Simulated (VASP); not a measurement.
Input of a VASP 6.6.1 run:

File INCAR:

```
PREC = Accurate
ENCUT = 520
EDIFF = 1E-6
ISMEAR = -1
SIGMA = 0.05
LREAL = False
LASPH = True
NELM = 100
ALGO = Normal
ISIF = 2
LWAVE = False
LCHARG = False
GGA = PS
NBANDS = 18
```

File KPOINTS:

```
Automatic mesh
0
Gamma
  9 9 9
```

POSCAR

```
Ag
1.0
    0.0000000000      2.8140871700      2.8140871700
    2.8140871700      0.0000000000      2.8140871700
    2.8140871700      2.8140871700      0.0000000000
Ag
2
Direct
   -0.2375000000     -0.0875000000     -0.0875000000
    0.2375000000      0.0875000000      0.0875000000
```

Potentials or basis: VASP PAW PBE potentials, release 64 (Ag).

Run with:

```sh
$ cat potpaw_PBE.64/Ag/POTCAR > POTCAR
$ mpirun -np 1 vasp_std > vasp.out
```

(1) What does it give for the band gap on the k mesh?

(2) What does it give for the pressure?

## Answers

(1) zero (band 11 reaches 5.67 eV, above the bottom of band 12 at 4.87 eV).

(2) 64.8 GPa.

Caveat: the cell differs from its parent crystal (shortest bond scaled by 0.7); the PAW data sets were made with another functional, which shifts forces and pressure a little.
